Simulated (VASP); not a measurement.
# Ti2CdOs2 (P4/mmm) in VASP: a series of runs, part 2 of 2

VASP 6.6.1. The steps go on from the part before.

### Step 3. Single point, PBE

Contents of INCAR:

```
SYSTEM = Ti2CdOs2
PREC = Accurate ; ENCUT = 520
EDIFF = 1E-6 ; ISMEAR = 0
SIGMA = 0.1 ; LREAL = .False.
LASPH = .True. ; NELM = 80
ALGO = Fast ; ISIF = 2
LWAVE = .False. ; LCHARG = .False.
GGA = PE ; NBANDS = 34
```

Contents of KPOINTS:

```
Automatic mesh
0
Gamma
  10 10 8
  0 0 0
```

Contents of POSCAR:

```
Ti2CdOs2
1.0
    4.1754945496      0.0000000000      0.0000000000
    0.0000000000      4.1754945496      0.0000000000
    0.0000000000      0.0000000000      5.3832040934
Ti Cd Os
2 1 2
Direct
    0.0000000000      0.5000000000      0.5000000000
    0.5000000000      0.0000000000      0.5000000000
    0.0000000000      0.0000000000      0.0000000000
    0.5000000000      0.5000000000      0.2269424855
    0.5000000000      0.5000000000      0.7730575145
```

Potentials or basis: VASP PAW PBE potentials, release 64 (Ti_sv, Cd, Os).

Started as:

```console
$ cat potpaw_PBE.64/Ti_sv/POTCAR potpaw_PBE.64/Cd/POTCAR potpaw_PBE.64/Os/POTCAR > POTCAR
$ mpirun -np 1 vasp_std > vasp.out
```

OUTCAR:

```text
SYSTEM = Ti2CdOs2
   PREC = Accurate
   ENCUT = 520
   EDIFF = 1E-6
   ISMEAR = 0
   LREAL = .False.
   LASPH = .True.
   NELM = 80
   ISIF = 2
   GGA = PE

 ion  position               nearest neighbor table
   1  0.000  0.500  0.500-   4 2.55   5 2.55   4 2.55   5 2.55
   2  0.500  0.000  0.500-   4 2.55   5 2.55   4 2.55   5 2.55
   3  0.000  0.000  0.000-   4 3.20   5 3.20   4 3.20   5 3.20   4 3.20   5 3.20   4 3.20   5 3.20

   4  0.500  0.500  0.227-   5 2.44   2 2.55   1 2.55   2 2.55   1 2.55   5 2.94   3 3.20   3 3.20
                             3 3.20   3 3.20
   5  0.500  0.500  0.773-   4 2.44   2 2.55   1 2.55   2 2.55   1 2.55   4 2.94   3 3.20   3 3.20
                             3 3.20   3 3.20

  LATTYP: Found a simple tetragonal cell.
 ALAT       =     4.1754945496
 C/A-ratio  =     1.2892374854

  Lattice vectors:

 A1 = (   4.1754945496,   0.0000000000,   0.0000000000)
 A2 = (   0.0000000000,   4.1754945496,   0.0000000000)
 A3 = (   0.0000000000,   0.0000000000,   5.3832040934)

Analysis of symmetry for initial positions (statically):
=====================================================================
 Subroutine PRICEL returns:
 Original cell was already a primitive cell.

[... 173 lines left out ...]
  free energy    TOTEN  =       -38.00721722 eV

  energy without entropy =      -37.98903479  energy(sigma->0) =      -37.99812600

 E-fermi :   5.6812     XC(G=0): -11.5774

 val. band max:        5.6775741390   @ k =   0.4000   0.0000   0.0000
 cond. band min:       5.6885983211   @ k =   0.4000   0.1000   0.1250
 fundamental gap:      0.0110241821
 Fermi energy:         5.6812085777

 k-point     1 :       0.0000    0.0000    0.0000
  band No.  band energies     occupation
      1     -51.0943      2.00000
      2     -51.0282      2.00000
      3     -27.4827      2.00000
      4     -27.4827      2.00000
      5     -27.3509      2.00000
      6     -27.2888      2.00000
[... 877 lines left out ...]
     33       8.8791      0.00000
     34       9.0044      0.00000

 [... further k-points ...]
[... 5 lines left out ...]
  --------------------------------------------------------------------------------------
  -------------------------------------------------------------------------------------
  Total        0.0629093      0.0629093      0.2076202      0.0000000      0.0000000      0.0000000
  in kB        1.0739121      1.0739121      3.5442433      0.0000000      0.0000000      0.0000000
  external PRESSURE =       1.8973559 kB  Pullay stress =       0.0000000 kB

 VOLUME and BASIS-vectors are now :
 -----------------------------------------------------------------------------
  energy-cutoff  :      520.00
  volume of cell :       93.85
      direct lattice vectors                 reciprocal lattice vectors
     4.175494550  0.000000000  0.000000000     0.239492589  0.000000000  0.000000000
     0.000000000  4.175494550  0.000000000     0.000000000  0.239492589  0.000000000
     0.000000000  0.000000000  5.383204093     0.000000000  0.000000000  0.185762974

 POSITION                                       TOTAL-FORCE (eV/Angst)
 -----------------------------------------------------------------------------------
      0.00000      2.08775      2.69160         0.000000      0.000000      0.000000
      2.08775      0.00000      2.69160         0.000000      0.000000      0.000000
      0.00000      0.00000      0.00000         0.000000      0.000000      0.000000
      2.08775      2.08775      1.22168         0.000000      0.000000     -0.025267
      2.08775      2.08775      4.16153         0.000000     -0.000000      0.025267
 -----------------------------------------------------------------------------------
    total drift:                                0.000000      0.000000     -0.000000

  FREE ENERGIE OF THE ION-ELECTRON SYSTEM (eV)
  ---------------------------------------------------
  free  energy   TOTEN  =       -38.0072172171 eV

  energy  without entropy=      -37.9890347899  energy(sigma->0) =      -37.99812600
```

OSZICAR:

```text
N       E                     dE             d eps       ncg     rms          rms(c)
DAV:   1     0.595655754534E+03    0.59566E+03   -0.26111E+04  7196   0.170E+03
DAV:   2     0.321403542168E+02   -0.56352E+03   -0.54648E+03  7168   0.522E+02
DAV:   3    -0.354299916806E+02   -0.67570E+02   -0.64556E+02 11992   0.155E+02
[... 16 lines left out ...]
RMM:  20    -0.380072104199E+02   -0.49132E-05   -0.65146E-05 10949   0.328E-02    0.112E-02
RMM:  21    -0.380072137438E+02   -0.33239E-05   -0.34557E-05  9523   0.225E-02    0.115E-02
RMM:  22    -0.380072156544E+02   -0.19106E-05   -0.19469E-05  8695   0.159E-02    0.101E-02
RMM:  23    -0.380072165540E+02   -0.89968E-06   -0.11216E-05  7999   0.121E-02    0.105E-02
RMM:  24    -0.380072172171E+02   -0.66307E-06   -0.81969E-06  7490   0.102E-02
   1 F= -.38007217E+02 E0= -.37998126E+02  d E =-.181824E-01
```

stdout:

```text
POSCAR found type information on POSCAR TiCdOs
 POSCAR found :  3 types and       5 ions
 scaLAPACK will be used
 LDA part: xc-table for (Slater+PW92), standard interpolation
 POSCAR, INCAR and KPOINTS ok, starting setup
 FFT: planning ... GRIDC
 FFT: planning ... GRID_SOFT
 FFT: planning ... GRID
 WAVECAR not read
 entering main loop
WARNING in EDDRMM: call to ZHEGV failed, returncode =   8  4      9
WARNING in EDDRMM: call to ZHEGV failed, returncode =   8  4     29
WARNING in EDDRMM: call to ZHEGV failed, returncode =   6  3     13
WARNING in EDDRMM: call to ZHEGV failed, returncode =   6  3     20
WARNING in EDDRMM: call to ZHEGV failed, returncode =   8  4     18
WARNING in EDDRMM: call to ZHEGV failed, returncode =   8  4     29
WARNING in EDDRMM: call to ZHEGV failed, returncode =   6  3     10
WARNING in EDDRMM: call to ZHEGV failed, returncode =   6  3     13
WARNING in EDDRMM: call to ZHEGV failed, returncode =   6  3     12
WARNING in EDDRMM: call to ZHEGV failed, returncode =   8  4     16
WARNING in EDDRMM: call to ZHEGV failed, returncode =   8  4     20
WARNING in EDDRMM: call to ZHEGV failed, returncode =   6  3     17
WARNING in EDDRMM: call to ZHEGV failed, returncode =   6  3     10
WARNING in EDDRMM: call to ZHEGV failed, returncode =   6  3     11
WARNING in EDDRMM: call to ZHEGV failed, returncode =   6  3     11
WARNING in EDDRMM: call to ZHEGV failed, returncode =   8  4     29
WARNING in EDDRMM: call to ZHEGV failed, returncode =   6  3     15
WARNING in EDDRMM: call to ZHEGV failed, returncode =   6  3     14
WARNING in EDDRMM: call to ZHEGV failed, returncode =   8  4     33
WARNING in EDDRMM: call to ZHEGV failed, returncode =   8  4     29
```

Wall time 8 min (1 thread of Oxide Virtual Turin-like, shared host); peak memory 0.4 GiB.

What came out:

| Quantity | Value |
| --- | --- |
| Free energy | -38.0072 eV |
| Pressure | 0.2 GPa |
| Largest force | 0.025 eV/Å |
| Band gap on the k mesh | zero (band 26 reaches 6.34 eV, above the bottom of band 27 at 4.81 eV) |

Forces in eV/Å, atoms in the order of the input:
```
Ti   0.000  0.000  0.000
Ti   0.000  0.000  0.000
Cd   0.000  0.000  0.000
Os   0.000  0.000 -0.025
Os   0.000  0.000  0.025
```

Stress tensor (GPa, compression positive):
```
0.11 0.00 0.00
0.00 0.11 0.00
0.00 0.00 0.35
```

Levels at points of the mesh, in eV from the Fermi level:
| k point | band 23 | band 24 | band 25 | band 26 | band 27 | band 28 | band 29 | band 30 |
| --- | --- | --- | --- | --- | --- | --- | --- | --- |
| (0.00, 0.00, 0.00) | -1.41 | -1.11 | -0.54 | -0.52 | 1.50 | 1.56 | 1.56 | 2.16 |
| (0.50, 0.00, 0.00) | -1.19 | -1.18 | -0.87 | 0.18 | 0.38 | 1.06 | 1.13 | 1.83 |
| (0.50, 0.50, 0.00) | -0.95 | -0.83 | 0.62 | 0.62 | 0.76 | 0.76 | 2.01 | 2.15 |
| (0.00, 0.00, 0.50) | -1.08 | -0.93 | -0.93 | -0.89 | -0.06 | -0.06 | 1.83 | 2.09 |
| (0.50, 0.00, 0.50) | -1.87 | -1.70 | -1.54 | -1.36 | -0.48 | 0.71 | 1.48 | 1.94 |
| (0.50, 0.50, 0.50) | -2.00 | -0.32 | -0.25 | 0.60 | 0.60 | 0.77 | 0.77 | 0.91 |

Caveat: spin-orbit coupling is left out, which moves the levels of the heavy elements.
